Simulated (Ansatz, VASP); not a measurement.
# BAs: VASP beside Ansatz

```
B As
1.0
     0.00000    1.93875    1.93875
     1.93875    0.00000    1.93875
     1.93875    1.93875    0.00000
B As
1 1
Direct
  0.00000 0.00000 0.00000
  0.25000 0.25000 0.25000
```

Change from the starting cell: volume scaled by 0.55, PAW files, partial_waves polarizable.

Alike in both runs: task single point; functional LDA; k mesh 15 × 15 × 15; occupations fermi-dirac, width 0.05 eV; no spin polarisation.

```csv
,VASP,Ansatz
version,VASP 6.6.1,Ansatz 0.2.0
potentials or method,"VASP PAW LDA potentials, release 64 (B, As)","PAW with Ansatz's default frozen-core files, scalar-relativistic"
plane-wave cutoff (eV),520,420
valence electrons in the cell,8,18
```

```tsv
	VASP	Ansatz	Ansatz less VASP
pressure (GPa)	291.8	280.5	-11.33
```

LDA's correlation is that of Perdew and Zunger in VASP and of Perdew and Wang (1992) in Ansatz. Both programs put the cell under a high pressure, so it lies far from rest at this level. VASP's potentials hold 8 valence electrons a cell and Ansatz's 18, so a difference there can come from the potentials and not from the codes.

Noted on VASP's run: the cell as given lies far from equilibrium.
